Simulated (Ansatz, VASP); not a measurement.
## MgO: VASP beside Ansatz

```
Mg O
1.0
    -0.00351    2.10850    2.10850
     2.10850   -0.00351    2.10850
     2.10499    2.10499    0.00000
Mg O
1 1
Direct
  0.00000 0.00000 0.00000
  0.50000 0.50000 0.50000
```

Alike in both runs: task single point; functional PBE; k mesh 8 × 8 × 8; occupations fermi-dirac, width 0.02 eV; no spin polarisation.

```csv
,VASP,Ansatz
version,VASP 6.6.1,Ansatz 0.2.0
potentials or method,"VASP PAW PBE potentials, release 64 (Mg, O), cutoff 600 eV","plane waves, PAW"
valence electrons in the cell,8,16
```

|  | VASP | Ansatz | Ansatz less VASP |
| --- | --- | --- | --- |
| pressure (GPa) | 3.1 | 4.1 | +1.02 |
| traceless stress, the component that is largest in VASP (GPa) | 0.49 | 0.49 | -0.004 |

VASP's potentials hold 8 valence electrons a cell and Ansatz's 16, so a difference there can come from the potentials and not from the codes.
